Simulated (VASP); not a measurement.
# GaAs (F-43m) in VASP: further runs

The runs below take GaAs through electric field gradients, density of states, with PBE.

Program: VASP 6.6.1. These are calculated values, not measurements. Logs are shortened: lines on timing, memory, paths and dates and some standing lists are left out, and cuts for length are marked.

### 1 The cell of the first run

It takes space group F-43m (No. 216, cubic). Conventional cell: a = 5.728 Å, b = 5.728 Å, c = 5.728 Å, α = 90.00°, β = 90.00°, γ = 90.00°. Within 3.3 Å of Ga (site symmetry -43m) lie 4 As at 2.48 Å. Within 3.3 Å of As (site symmetry -43m) lie 4 Ga at 2.48 Å.

### 2 Electric field gradients, PBE (volume scaled by 1.04)

The input, INCAR:

```
SYSTEM = GaAs
PREC = Accurate ; ENCUT = 520
EDIFF = 1E-8 ; ISMEAR = -1
SIGMA = 0.05 ; LREAL = .FALSE.
LASPH = .TRUE. ; NELM = 60
ALGO = Normal ; ISIF = 2
LWAVE = .FALSE. ; LCHARG = .FALSE.
GGA = PE ; LEFG = .TRUE.
NBANDS = 16
```

The input, KPOINTS:

```
Automatic mesh
0
G
  11 11 11
  0 0 0
```

The input, POSCAR:

```
GaAs
1.0
    0.0000000000      2.8640496607      2.8640496607
    2.8640496607      0.0000000000      2.8640496607
    2.8640496607      2.8640496607      0.0000000000
Ga As
1 1
Direct
    0.0000000000      0.0000000000      0.0000000000
    0.7500000000      0.7500000000      0.7500000000
```

Potentials or basis: VASP PAW PBE potentials, release 64 (Ga_d, As).

Run with:

```sh
$ cat potpaw_PBE.64/Ga_d/POTCAR potpaw_PBE.64/As/POTCAR > POTCAR
$ mpirun -np 1 vasp_std > vasp.out
```

OUTCAR:

```text
SYSTEM = GaAs
   PREC = Accurate
   ENCUT = 520
   EDIFF = 1E-8
   ISMEAR = -1
   LREAL = .FALSE.
   LASPH = .TRUE.
   NELM = 60
   ISIF = 2
   GGA = PE

 ion  position               nearest neighbor table
   1  0.000  0.000  0.000-   2 2.48   2 2.48   2 2.48   2 2.48
   2  0.750  0.750  0.750-   1 2.48   1 2.48   1 2.48   1 2.48

  LATTYP: Found a face centered cubic cell.
 ALAT       =     5.7280993214

  Lattice vectors:

 A1 = (   0.0000000000,   2.8640496607,   2.8640496607)
 A2 = (   2.8640496607,   0.0000000000,   2.8640496607)
 A3 = (   2.8640496607,   2.8640496607,   0.0000000000)

Analysis of symmetry for initial positions (statically):
=====================================================================
 Subroutine PRICEL returns:
 Original cell was already a primitive cell.

 Routine SETGRP: Setting up the symmetry group for a
 face centered cubic supercell.

 Subroutine GETGRP returns: Found 24 space group operations
 (whereof 24 operations were pure point group operations)
 out of a pool of 48 trial point group operations.

The static configuration has the point symmetry T_d .

Analysis of symmetry for dynamics (positions and initial velocities):
=====================================================================
 Subroutine PRICEL returns:
 Original cell was already a primitive cell.

 Routine SETGRP: Setting up the symmetry group for a
 face centered cubic supercell.

 Subroutine GETGRP returns: Found 24 space group operations
 (whereof 24 operations were pure point group operations)
 out of a pool of 48 trial point group operations.

The dynamic configuration has the point symmetry T_d .

 Subroutine INISYM returns: Found 24 space group operations
 (whereof 24 operations are pure point group operations),
 and found     1 'primitive' translations

----------------------------------------------------------------------------------------

                                     Primitive cell

  volume of cell :      46.9863

  direct lattice vectors                    reciprocal lattice vectors
     0.000000000  2.864049661  2.864049661    -0.174577978  0.174577978  0.174577978
     2.864049661  0.000000000  2.864049661     0.174577978 -0.174577978  0.174577978
     2.864049661  2.864049661  0.000000000     0.174577978  0.174577978 -0.174577978

  length of vectors
     4.050377873  4.050377873  4.050377873     0.302377929  0.302377929  0.302377929

  position of ions in fractional coordinates (direct lattice)
     0.000000000  0.000000000  0.000000000
     0.750000000  0.750000000  0.750000000

  ion indices of the primitive-cell ions
   primitive index   ion index
                 1           1
                 2           2

----------------------------------------------------------------------------------------

 KPOINTS: Automatic mesh

Automatic generation of k-mesh.
 Grid dimensions read from file:
 generate k-points for:   11   11   11

 Generating k-lattice:

  Cartesian coordinates                     Fractional coordinates (reciprocal lattice)
    -0.015870725  0.015870725  0.015870725     0.090909091  0.000000000  0.000000000
     0.015870725 -0.015870725  0.015870725     0.000000000  0.090909091  0.000000000
     0.015870725  0.015870725 -0.015870725     0.000000000  0.000000000  0.090909091

  Length of vectors
     0.027488903  0.027488903  0.027488903

  Shift w.r.t. Gamma in fractional coordinates (k-lattice)
     0.000000000  0.000000000  0.000000000

 Subroutine IBZKPT returns following result:
 ===========================================

 Found     56 irreducible k-points:

 Following reciprocal coordinates:
            Coordinates               Weight
  0.000000  0.000000  0.000000      1.000000
  0.090909  0.000000  0.000000      8.000000
  0.181818  0.000000  0.000000      8.000000
  0.272727  0.000000  0.000000      8.000000
  0.363636  0.000000  0.000000      8.000000
  0.454545  0.000000  0.000000      8.000000
[... 16 lines left out ...]
 -0.272727  0.181818  0.000000     24.000000
 -0.181818  0.181818  0.000000     12.000000
 [... further k-points ...]
   k-points           NKPTS =     56   k-points in BZ     NKDIM =     56   number of bands    NBANDS=     16
   number of dos      NEDOS =    301   number of ions     NIONS =      2
   total plane-waves  NPLWV =  27000
   dimension x,y,z NGX =    30 NGY =   30 NGZ =   30
   dimension x,y,z NGXF=    60 NGYF=   60 NGZF=   60
   ions per type =               1   1
   NGX,Y,Z   is equivalent  to a cutoff of  12.31, 12.31, 12.31 a.u.
   NGXF,Y,Z  is equivalent  to a cutoff of  24.63, 24.63, 24.63 a.u.
 SYSTEM =  GaAs
   PREC   = accura    normal or accurate (medium, high low for compatibility)
   ISTART =      0    job   : 0-new  1-cont  2-samecut
   ICHARG =      2    charge: 1-file 2-atom 10-const
   ISPIN  =      1    spin polarized calculation?
   LNONCOLLINEAR =      F non collinear calculations
   LSORBIT =      F    spin-orbit coupling
   LASPH  =      T    aspherical Exc in radial PAW
   ENCUT  =  520.0 eV  38.22 Ry    6.18 a.u.   7.53  7.53  7.53*2*pi/ulx,y,z
   NELM   =     60;   NELMIN=  2; NELMDL= -5     # of ELM steps
   EDIFF  = 0.1E-07   stopping-criterion for ELM
   LREAL  =      F    real-space projection
   EDIFFG = 0.1E-06   stopping-criterion for IOM
   NSW    =      0    number of steps for IOM
   IBRION =     -1    ionic relax: 0-MD 1-quasi-New 2-CG
   NFREE  =      0    steps in history (QN), initial steepest desc. (CG)
   ISIF   =      2    stress and relaxation
   ISYM   =      2    0-nonsym 1-usesym 2-fastsym
   POTIM  = 0.5000    time-step for ionic-motion
   TEBEG  =    0.0;   TEEND  =   0.0 temperature during run
   PSTRESS=    0.0 pullay stress
   NELECT =      18.0000    total number of electrons
   NUPDOWN=      -1.0000    fix difference up-down
   EMIN   =  10.00;   EMAX   =-10.00  energy-range for DOS
   EFERMI =   0.00;   METHOD = LEGACY
   ISMEAR =    -1;   SIGMA  =   0.05  broadening in eV -4-tet -1-fermi 0-gaus
   EFERMI_NEDOS =   21; number of points for ismear=-14 and -15
   IALGO  =     38    algorithm
   IMIX   =      4    mixing-type and parameters
     AMIX     =   0.40;   BMIX     =  1.00
     AMIX_MAG =   1.60;   BMIX_MAG =  1.00
  volume/ion in A,a.u.               =      23.49       158.54
  Fermi-wavevector in a.u.,A,eV,Ry     =   1.188982  2.246849 19.234246  1.413677
  Thomas-Fermi vector in A             =   2.325099
   LORBIT       =      0    0 simple, 1 ext, 2 COOP (PROOUT), +10 PAW based schemes
   GGA     = PE    functional components
   LHFCALC =     F    Hartree Fock is set to
   AEXX    =    0.0000 exact exchange contribution
   IVDW    =     0    specifies the selected vdW correction
   LEPSILON=     F    determine dielectric tensor
   LRPA    =     F    only Hartree local field effects (RPA)
 non-spin polarized calculation
  energy-cutoff  :      520.00
  volume of cell :       46.99
 maximum number of plane-waves:      1295
 NGX is ok and might be reduce to    30
   NGX = 15   NGY = 15   NGZ = 15

 number of electron      17.9999984 magnetization

 Free energy of the ion-electron system (eV)
  ---------------------------------------------------
  ext. energy  EPLUGINS =         0.00000000
  ---------------------------------------------------
  free energy    TOTEN  =        -8.27474340 eV

  energy without entropy =       -8.27462393  energy(sigma->0) =       -8.27468367

 E-fermi :   3.7310     XC(G=0):  -9.4129

 val. band max:        3.5701646453   @ k =   0.0000   0.0000   0.0000
 cond. band min:       3.7994516546   @ k =   0.0000   0.0000   0.0000
 fundamental gap:      0.2292870093
 Fermi energy:         3.7309870281

 k-point     1 :       0.0000    0.0000    0.0000
  band No.  band energies     occupation
      1     -11.1695      2.00000
      2     -11.1695      2.00000
      3     -11.1695      2.00000
      4     -11.0994      2.00000
      5     -11.0994      2.00000
      6      -8.8806      2.00000
[... 8 lines left out ...]
     15      13.5962      0.00000
     16      13.5962      0.00000

 k-point     2 :       0.0909    0.0000    0.0000
  band No.  band energies     occupation
      1     -11.1756      2.00000
      2     -11.1678      2.00000
      3     -11.1678      2.00000
      4     -11.0995      2.00000
      5     -11.0995      2.00000
      6      -8.7889      2.00000
[... 8 lines left out ...]
     15      13.0287      0.00000
     16      13.0287      0.00000

 k-point     3 :       0.1818    0.0000    0.0000
  band No.  band energies     occupation
      1     -11.1911      2.00000
      2     -11.1635      2.00000
      3     -11.1635      2.00000
      4     -11.0995      2.00000
      5     -11.0995      2.00000
      6      -8.5234      2.00000
[... 8 lines left out ...]
     15      12.5142      0.00000
     16      12.5142      0.00000

 k-point     4 :       0.2727    0.0000    0.0000
  band No.  band energies     occupation
      1     -11.2101      2.00000
      2     -11.1585      2.00000
      3     -11.1585      2.00000
      4     -11.0989      2.00000
      5     -11.0989      2.00000
      6      -8.1169      2.00000
[... 8 lines left out ...]
     15      12.6428      0.00000
     16      12.6428      0.00000

 k-point     5 :       0.3636    0.0000    0.0000
  band No.  band energies     occupation
      1     -11.2264      2.00000
      2     -11.1546      2.00000
      3     -11.1546      2.00000
      4     -11.0975      2.00000
      5     -11.0975      2.00000
      6      -7.6475      2.00000
[... 8 lines left out ...]
     15      13.4973      0.00000
     16      13.4973      0.00000

 k-point     6 :       0.4545    0.0000    0.0000
  band No.  band energies     occupation
      1     -11.2357      2.00000
      2     -11.1527      2.00000
      3     -11.1527      2.00000
      4     -11.0963      2.00000
      5     -11.0963      2.00000
      6      -7.2896      2.00000
[... 8 lines left out ...]
     15      14.8126      0.00000
     16      14.8126      0.00000
[... 267 lines left out ...]
 k-point    21 :      -0.4545    0.1818    0.0000
  band No.  band energies     occupation
      1     -11.2429      2.00000
      2     -11.1481      2.00000
      3     -11.1445      2.00000
      4     -11.1021      2.00000
      5     -11.0957      2.00000
      6      -7.0064      2.00000
[... 8 lines left out ...]
     15      14.4881      0.00000
     16      14.7970      0.00000

 k-point    22 :      -0.3636    0.1818    0.0000
  band No.  band energies     occupation
      1     -11.2393      2.00000
      2     -11.1490      2.00000
      3     -11.1466      2.00000
      4     -11.0994      2.00000
      5     -11.0986      2.00000
      6      -7.1425      2.00000
[... 8 lines left out ...]
     15      13.0465      0.00000
     16      14.8930      0.00000

 k-point    23 :      -0.2727    0.1818    0.0000
  band No.  band energies     occupation
      1     -11.2296      2.00000
      2     -11.1509      2.00000
      3     -11.1508      2.00000
      4     -11.1011      2.00000
      5     -11.0979      2.00000
      6      -7.5416      2.00000
[... 8 lines left out ...]
     15      13.8600      0.00000
     16      15.4556      0.00000

 k-point    24 :      -0.1818    0.1818    0.0000
  band No.  band energies     occupation
      1     -11.2160      2.00000
      2     -11.1565      2.00000
      3     -11.1540      2.00000
      4     -11.1020      2.00000
      5     -11.0975      2.00000
      6      -7.9788      2.00000
[... 8 lines left out ...]
     15      13.6322      0.00000
     16      14.3009      0.00000

 [... further k-points ...]
[... 5 lines left out ...]
  --------------------------------------------------------------------------------------
  -------------------------------------------------------------------------------------
  Total        0.2179905      0.2179905      0.2179905     -0.0000000      0.0000000     -0.0000000
  in kB        7.4332134      7.4332134      7.4332134     -0.0000000      0.0000000     -0.0000000
  external PRESSURE =       7.4332134 kB  Pullay stress =       0.0000000 kB

 VOLUME and BASIS-vectors are now :
 -----------------------------------------------------------------------------
  energy-cutoff  :      520.00
  volume of cell :       46.99
      direct lattice vectors                 reciprocal lattice vectors
     0.000000000  2.864049661  2.864049661    -0.174577978  0.174577978  0.174577978
     2.864049661  0.000000000  2.864049661     0.174577978 -0.174577978  0.174577978
     2.864049661  2.864049661  0.000000000     0.174577978  0.174577978 -0.174577978

 POSITION                                       TOTAL-FORCE (eV/Angst)
 -----------------------------------------------------------------------------------
      0.00000      0.00000      0.00000        -0.000000     -0.000000     -0.000000
      4.29607      4.29607      4.29607         0.000000      0.000000      0.000000
 -----------------------------------------------------------------------------------
    total drift:                               -0.000002     -0.000002     -0.000002

  FREE ENERGIE OF THE ION-ELECTRON SYSTEM (eV)
  ---------------------------------------------------
  free  energy   TOTEN  =        -8.2747434043 eV

  energy  without entropy=       -8.2746239319  energy(sigma->0) =       -8.27468367

 Electric field gradients (V/A^2)
---------------------------------------------------------------------
 ion       V_xx      V_yy      V_zz      V_xy      V_xz      V_yz
---------------------------------------------------------------------
   1      -0.000     0.000     0.000    -0.001    -0.001    -0.001
   2      -0.000     0.000    -0.000     0.000     0.000     0.000
---------------------------------------------------------------------

 Electric field gradients after diagonalization (V/A^2)
 (convention: |V_zz| > |V_xx| > |V_yy|)
----------------------------------------------------------------------
 ion       V_xx      V_yy      V_zz     asymmetry (V_yy - V_xx)/ V_zz
----------------------------------------------------------------------
   1       0.001     0.001    -0.003       0.000
   2      -0.000    -0.000     0.000       0.000
----------------------------------------------------------------------

           NMR quadrupolar parameters

 Cq : quadrupolar parameter    Cq=e*Q*V_zz/h
 eta: asymmetry parameters     (V_yy - V_xx)/ V_zz
 Q  : nuclear electric quadrupole moment in mb (millibarn)
----------------------------------------------------------------------
 ion       Cq(MHz)       eta       Q (mb)
----------------------------------------------------------------------
   1      -0.000       0.000       1.000
   2       0.000       0.000       1.000
----------------------------------------------------------------------
```

It took 82 s on 1 thread of AMD EPYC, shared host; peak memory 0.16 GiB.

What came out:

| Item | Value |
| --- | --- |
| Free energy | -8.2747 eV |
| Pressure | 0.7 GPa |
| Band gap on the k mesh | 0.23 eV, direct |

Levels at points of the mesh, in eV from the valence-band top:
```tsv
k point	band 5	band 6	band 7	band 8	band 9	band 10	band 11	band 12	band 13	band 14
(0.00, 0.00, 0.00)	-14.67	-12.45	0.00	0.00	0.00	0.23	3.72	3.72	3.72	7.47
```

Caveat: without QUAD_EFG the Cq values of the log hold for a quadrupole moment of 1 mb, not for the nuclei.

### 3 Electric field gradients, PBE (volume scaled by 1.04)

The input, INCAR:

```
  ALGO = Normal
  EDIFF = 1E-8
  ENCUT = 520
  GGA = PE
  ISIF = 2
  ISMEAR = -1
  LASPH = T
  LCHARG = F
  LEFG = T
  LREAL = F
  LWAVE = F
  NBANDS = 16
  NELM = 100
  PREC = Accurate
  SIGMA = 0.05
```

The input, KPOINTS:

```
k-points
0
Gamma
  11 11 11
```

POSCAR is that of step 2.

Potentials or basis: VASP PAW PBE potentials, release 64 (Ga_d, As).

Run with:

```sh
$ cat potpaw_PBE.64/Ga_d/POTCAR potpaw_PBE.64/As/POTCAR > POTCAR
$ mpirun -np 1 vasp_std > vasp.out
```

OUTCAR:

```text
EDIFF = 1E-8
   ENCUT = 520
   GGA = PE
   ISIF = 2
   ISMEAR = -1
   LASPH = T
   LREAL = F
   NELM = 100
   PREC = Accurate

 ion  position               nearest neighbor table
   1  0.000  0.000  0.000-   2 2.48   2 2.48   2 2.48   2 2.48
   2  0.750  0.750  0.750-   1 2.48   1 2.48   1 2.48   1 2.48

  LATTYP: Found a face centered cubic cell.
 ALAT       =     5.7280993214

  Lattice vectors:

 A1 = (   0.0000000000,   2.8640496607,   2.8640496607)
 A2 = (   2.8640496607,   0.0000000000,   2.8640496607)
 A3 = (   2.8640496607,   2.8640496607,   0.0000000000)

Analysis of symmetry for initial positions (statically):
=====================================================================
 Subroutine PRICEL returns:
 Original cell was already a primitive cell.

 Routine SETGRP: Setting up the symmetry group for a
 face centered cubic supercell.

 Subroutine GETGRP returns: Found 24 space group operations
[... 643 lines left out ...]
  volume of cell :       46.99
      direct lattice vectors                 reciprocal lattice vectors
     0.000000000  2.864049661  2.864049661    -0.174577978  0.174577978  0.174577978
     2.864049661  0.000000000  2.864049661     0.174577978 -0.174577978  0.174577978
     2.864049661  2.864049661  0.000000000     0.174577978  0.174577978 -0.174577978

 POSITION                                       TOTAL-FORCE (eV/Angst)
 -----------------------------------------------------------------------------------
      0.00000      0.00000      0.00000        -0.000000     -0.000000     -0.000000
      4.29607      4.29607      4.29607         0.000000      0.000000      0.000000
 -----------------------------------------------------------------------------------
    total drift:                               -0.000002     -0.000002     -0.000002

  FREE ENERGIE OF THE ION-ELECTRON SYSTEM (eV)
  ---------------------------------------------------
  free  energy   TOTEN  =        -8.2747434043 eV

  energy  without entropy=       -8.2746239319  energy(sigma->0) =       -8.27468367

 Electric field gradients (V/A^2)
---------------------------------------------------------------------
 ion       V_xx      V_yy      V_zz      V_xy      V_xz      V_yz
---------------------------------------------------------------------
   1      -0.000     0.000     0.000    -0.001    -0.001    -0.001
   2      -0.000     0.000    -0.000     0.000     0.000     0.000
---------------------------------------------------------------------

 Electric field gradients after diagonalization (V/A^2)
 (convention: |V_zz| > |V_xx| > |V_yy|)
----------------------------------------------------------------------
 ion       V_xx      V_yy      V_zz     asymmetry (V_yy - V_xx)/ V_zz
----------------------------------------------------------------------
   1       0.001     0.001    -0.003       0.000
   2      -0.000    -0.000     0.000       0.000
----------------------------------------------------------------------

           NMR quadrupolar parameters

 Cq : quadrupolar parameter    Cq=e*Q*V_zz/h
 eta: asymmetry parameters     (V_yy - V_xx)/ V_zz
 Q  : nuclear electric quadrupole moment in mb (millibarn)
----------------------------------------------------------------------
 ion       Cq(MHz)       eta       Q (mb)
----------------------------------------------------------------------
   1      -0.000       0.000       1.000
   2       0.000       0.000       1.000
----------------------------------------------------------------------
```

stdout:

```text
POSCAR found type information on POSCAR GaAs
 POSCAR found :  2 types and       2 ions
 scaLAPACK will be used
 LDA part: xc-table for (Slater+PW92), standard interpolation
 POSCAR, INCAR and KPOINTS ok, starting setup
 FFT: planning ... GRIDC
 FFT: planning ... GRID_SOFT
 FFT: planning ... GRID
 WAVECAR not read
 entering main loop
ion   1

ion   2
```

It took 80 s on 1 thread of AMD EPYC, shared host; peak memory 0.16 GiB.

Results:

- Free energy: -8.2747 eV
- Pressure: 0.7 GPa
- Band gap on the k mesh: 0.23 eV, direct

Levels at points of the mesh, in eV from the valence-band top:
```csv
k point,band 6,band 7,band 8,band 9,band 10,band 11,band 12,band 13
"(0.00, 0.00, 0.00)",-12.45,0.00,0.00,0.00,0.23,3.72,3.72,3.72
```

Caveat: without QUAD_EFG the Cq values of the log hold for a quadrupole moment of 1 mb, not for the nuclei.

(Part 1 of 2 ends here.)
